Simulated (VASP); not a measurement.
Write the native input for VASP 6.6.1 that does the following.

* Task: relaxation of cell and atoms
* Functional: LDA
* Potentials or basis: VASP PAW LDA potentials, release 64 (Ti_sv)
* Cutoff: 500 eV
* k mesh: 9 × 9 × 9
* Occupations: methfessel-paxton, width 0.1 eV
* Spin: no spin polarisation
* Dipole correction: no
* Further INCAR settings: ALGO = Normal; EDIFF = 1e-07; IBRION = 2; EDIFFG = -0.03; NSW = 80; ISIF = 3

The structure of Ti lies in POSCAR:

```
Ti
1.0
    2.8708540000      0.0000000000      0.0000000000
    1.4354270000      2.4862324946      0.0000000000
    1.4354270000      0.8287441649      2.3440424753
Ti
1
Direct
    0.0000000000      0.0000000000      0.0000000000
```

These files were run (other wordings do the same):

INCAR

```
SYSTEM = Ti
PREC = Accurate
ENCUT = 500
EDIFF = 1E-7
ISMEAR = 1
SIGMA = 0.1
LREAL = .False.
LASPH = .True.
NELM = 120
ALGO = Normal
ISIF = 3
LWAVE = .False.
LCHARG = .False.
GGA = CA
IBRION = 2
NSW = 80
EDIFFG = -0.03
GGA_COMPAT = .False.
NELMIN = 4
```

KPOINTS

```
regular mesh
0
Gamma
  9 9 9
  0 0 0
```

Potentials or basis: VASP PAW LDA potentials, release 64 (Ti_sv).

Command:

```bash
$ cat potpaw_LDA.64/Ti_sv/POTCAR > POTCAR
$ mpirun -np 1 vasp_std > vasp.out
```

It gave:

* Relaxed volume: 16.05 Å³/atom
* Relaxed cell: a = 2.831 Å, b = 2.831 Å, c = 2.831 Å, α = 60.00°, β = 60.00°, γ = 60.00°
* Space group after relaxing (to 0.05 Å): Fm-3m (No. 225)
* Energy gained by relaxing: 10.4 meV/atom
* Ionic steps: 3
* Pressure after relaxing: 0.0 GPa
* Band gap on the k mesh: zero (band 6 reaches 9.73 eV, above the bottom of band 7 at 8.34 eV)

Wall time 45 s on 1 thread of AMD EPYC 7R13, on a shared host, peak memory 0.11 GiB.
